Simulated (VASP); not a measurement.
**Si2H7C2: single point with PBE**

Si2H7C2, a wire with vacuum:

```
CELL_PARAMETERS angstrom
13.20000 0.00000 0.00000
0.00000 14.80000 0.00000
0.00000 0.00000 7.88462
ATOMIC_POSITIONS crystal
Si 0.58095 0.50000 0.98993
Si 0.44965 0.50000 0.33259
Si 0.51394 0.60584 0.66232
Si 0.51394 0.39416 0.66232
C 0.51225 0.39622 0.42369
C 0.51225 0.60378 0.42369
C 0.45259 0.50000 0.09345
C 0.57388 0.50000 0.75085
H 0.63945 0.58141 0.04708
H 0.63945 0.41859 0.04708
H 0.47299 0.33533 0.37742
H 0.59079 0.39208 0.37684
H 0.34095 0.50000 0.38890
H 0.47299 0.66467 0.37742
H 0.59079 0.60792 0.37684
H 0.40732 0.61284 0.72627
H 0.57016 0.68706 0.72633
H 0.41018 0.44044 0.04864
H 0.41018 0.55956 0.04864
H 0.40732 0.38716 0.72627
H 0.57016 0.31294 0.72633
H 0.65349 0.50000 0.70680
```

- Program: VASP 6.6.1
- Task: single point
- Functional: PBE
- Potentials or basis: VASP PAW PBE potentials, release 64 (Si, C, H)
- Cutoff: 520 eV
- k mesh: 1 × 1 × 5
- Occupations: gaussian, width 0.05 eV
- Spin: no spin polarisation
- Dipole correction: no
- Further INCAR settings: LREAL = Auto; ALGO = Normal; EDIFF = 1e-07; NBANDS = 40

```
Largest force          : 0.033 eV/Å
Band gap on the k mesh : 5.71 eV (least direct gap 5.81 eV)
```

Forces on the atoms (eV/Å):
```
Si   0.011  0.000  0.005
Si  -0.018  0.000  0.010
Si  -0.010  0.004  0.008
Si  -0.010 -0.004  0.008
C   -0.009  0.010  0.011
C   -0.009 -0.010  0.011
C    0.032  0.000  0.006
C   -0.022  0.000  0.024
H   -0.010 -0.012 -0.005
H   -0.010  0.012 -0.005
H   -0.008 -0.020 -0.008
H    0.021 -0.001 -0.005
H    0.019  0.000 -0.004
H   -0.008  0.020 -0.008
H    0.021  0.001 -0.005
H    0.012  0.000 -0.004
H   -0.007 -0.011 -0.006
H   -0.013 -0.020 -0.007
H   -0.013  0.020 -0.007
H    0.012  0.000 -0.004
H   -0.007  0.011 -0.006
H    0.023  0.000 -0.009
```

Levels at points of the mesh, in eV from the valence-band top:
```csv
k point,band 20,band 21,band 22,band 23,band 24,band 25,band 26,band 27
"(0.00, 0.00, 0.00)",-0.68,-0.59,-0.31,0.00,5.81,5.96,5.96,6.14
```

It took 19 min on 1 thread of Intel Xeon 8259CL, with other jobs on the host, peak memory 1.2 GiB.
